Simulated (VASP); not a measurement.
# SiC (F-43m) in VASP: a series of runs, part 2 of 2

VASP 6.6.1.

**3. Single point, PBE**

This run uses another cell than the first one, of 10.50 Å³/atom.

Input file INCAR:

```
PREC = Accurate
ENCUT = 520
EDIFF = 1E-6
ISMEAR = 0
SIGMA = 0.02
LREAL = F
LASPH = T
NELM = 60
ALGO = Normal
ISIF = 2
LWAVE = F
LCHARG = F
GGA = PE
NBANDS = 16
```

Input file KPOINTS:

```
regular mesh
0
Gamma
  10 10 6
```

Input file POSCAR:

```
SiC
1.0
    2.1898629709      2.1898629709      0.0000000000
   -2.1898629709      2.1898629709      0.0000000000
    0.0000000000      0.0000000000      4.3797259417
Si C
2 2
Direct
    0.5000000000      0.0000000000      0.7500000000
    0.0000000000      0.5000000000      0.2500000000
    0.0000000000      0.0000000000      0.0000000000
    0.5000000000      0.5000000000      0.5000000000
```

Potentials or basis: VASP PAW PBE potentials, release 64 (Si, C).

Run with:

```console
cat potpaw_PBE.64/Si/POTCAR potpaw_PBE.64/C/POTCAR > POTCAR
mpirun -np 1 vasp_std > vasp.out
```

OUTCAR:

```text
PREC = Accurate
   ENCUT = 520
   EDIFF = 1E-6
   ISMEAR = 0
   LREAL = F
   LASPH = T
   NELM = 60
   ISIF = 2
   GGA = PE

 ion  position               nearest neighbor table
   1  0.500  0.000  0.750-   3 1.90   4 1.90   4 1.90   3 1.90   2 3.10   2 3.10   2 3.10   2 3.10
                             2 3.10   2 3.10   2 3.10   2 3.10
   2  0.000  0.500  0.250-   3 1.90   4 1.90   3 1.90   4 1.90   1 3.10   1 3.10   1 3.10   1 3.10
                             1 3.10   1 3.10   1 3.10   1 3.10
   3  0.000  0.000  0.000-   1 1.90   2 1.90   2 1.90   1 1.90
   4  0.500  0.500  0.500-   1 1.90   2 1.90   1 1.90   2 1.90

  LATTYP: Found a simple tetragonal cell.
 ALAT       =     3.0969339132
 C/A-ratio  =     1.4142135623

  Lattice vectors:

 A1 = (   2.1898629709,   2.1898629709,   0.0000000000)
 A2 = (  -2.1898629709,   2.1898629709,   0.0000000000)
 A3 = (   0.0000000000,   0.0000000000,   4.3797259417)

Analysis of symmetry for initial positions (statically):
=====================================================================
 Subroutine PRICEL returns following result:

  LATTYP: Found a face centered cubic cell.
 ALAT       =     4.3797259418
[... 193 lines left out ...]
 fundamental gap:      1.3706788753
 Fermi energy:         8.0390220997

 k-point     1 :       0.0000    0.0000    0.0000
  band No.  band energies     occupation
      1      -7.3463      2.00000
      2      -2.3992      2.00000
      3       0.1924      2.00000
      4       4.7843      2.00000
      5       4.7843      2.00000
      6       7.9403      2.00000
[... 433 lines left out ...]
      3       1.0199      2.00000
      4       3.4157      2.00000
      5       5.0816      2.00000
      6       5.2995      2.00000
[... 8 lines left out ...]
     15      19.5087      0.00000
     16      19.5989      0.00000

 [... further k-points ...]

------------------------ aborting loop because EDIFF is reached ----------------------------------------

  FORCE on cell =-STRESS in cart. coord.  units (eV):
  Direction    XX          YY          ZZ          XY          YZ          ZX
  --------------------------------------------------------------------------------------
  -------------------------------------------------------------------------------------
  Total       -0.0130918     -0.0130918     -0.0139894      0.0000000      0.0000000      0.0000000
  in kB       -0.4993442     -0.4993442     -0.5335798      0.0000000      0.0000000      0.0000000
  external PRESSURE =      -0.5107560 kB  Pullay stress =       0.0000000 kB

 VOLUME and BASIS-vectors are now :
 -----------------------------------------------------------------------------
  energy-cutoff  :      520.00
  volume of cell :       42.01
      direct lattice vectors                 reciprocal lattice vectors
     2.189862971  2.189862971  0.000000000     0.228324789  0.228324789  0.000000000
    -2.189862971  2.189862971  0.000000000    -0.228324789  0.228324789  0.000000000
     0.000000000  0.000000000  4.379725942     0.000000000  0.000000000  0.228324789

 POSITION                                       TOTAL-FORCE (eV/Angst)
 -----------------------------------------------------------------------------------
      1.09493      1.09493      3.28479        -0.000000     -0.000000     -0.000000
     -1.09493      1.09493      1.09493        -0.000000     -0.000000      0.000000
      0.00000      0.00000      0.00000        -0.000000     -0.000000     -0.000000
      0.00000      2.18986      2.18986         0.000000      0.000000     -0.000000
 -----------------------------------------------------------------------------------
    total drift:                               -0.000000      0.000000     -0.000000

  FREE ENERGIE OF THE ION-ELECTRON SYSTEM (eV)
  ---------------------------------------------------
  free  energy   TOTEN  =       -30.1218641715 eV

  energy  without entropy=      -30.1218641715  energy(sigma->0) =      -30.12186417
```

stdout:

```text
POSCAR found type information on POSCAR SiC
 POSCAR found :  2 types and       4 ions
 scaLAPACK will be used
 LDA part: xc-table for (Slater+PW92), standard interpolation
 POSCAR, INCAR and KPOINTS ok, starting setup
 FFT: planning ... GRIDC
 FFT: planning ... GRID_SOFT
 FFT: planning ... GRID
 WAVECAR not read
 entering main loop
```

It took 54 s on 1 thread of Intel Xeon 8259CL, shared host; peak memory 0.18 GiB.

What came out:

```
Free energy            : -30.1219 eV
Pressure               : -0.1 GPa
Band gap on the k mesh : 1.37 eV
```

A k mesh can miss the band edges.

**4. Single point, PBE**

This run uses another cell than the first one, of 10.50 Å³/atom.

Input file INCAR:

```
SYSTEM = SiC
PREC = Accurate
ENCUT = 520
EDIFF = 1E-7
ISMEAR = 0
SIGMA = 0.02
LREAL = .False.
LASPH = .True.
NELM = 60
ALGO = Normal
ISIF = 2
LWAVE = .False.
LCHARG = .False.
GGA = PE
NBANDS = 16
```

Input file KPOINTS:

```
Automatic mesh
0
Gamma
  10 10 6
  0 0 0
```

POSCAR is that of step 3.

Run with:

```console
cat potpaw_PBE.64/Si/POTCAR potpaw_PBE.64/C/POTCAR > POTCAR
mpirun -np 1 vasp_std > vasp.out
```

It took 57 s on 1 thread of Intel Xeon 8259CL, shared host; peak memory 0.18 GiB.

The run converged. Its results:

* Free energy: -30.1219 eV
* Pressure: 0.0 GPa
* Band gap on the k mesh: 1.37 eV

Levels at points of the mesh, in eV from the valence-band top:
```csv
k point,band 6,band 7,band 8,band 9,band 10,band 11
"(0.00, 0.00, 0.00)",0.00,0.00,0.00,1.37,4.27,6.06
"(0.50, 0.00, 0.00)",-4.29,-1.18,-1.18,5.48,5.48,8.64
"(0.50, 0.50, 0.00)",-3.16,-3.16,-3.16,1.37,1.37,4.27
"(0.00, 0.00, 0.50)",-1.91,-1.91,-1.91,4.01,4.01,6.27
"(0.50, 0.00, 0.50)",-1.05,-1.05,-1.05,5.30,5.30,7.17
"(0.50, 0.50, 0.50)",-4.92,-4.63,-4.63,5.19,5.19,9.30
```
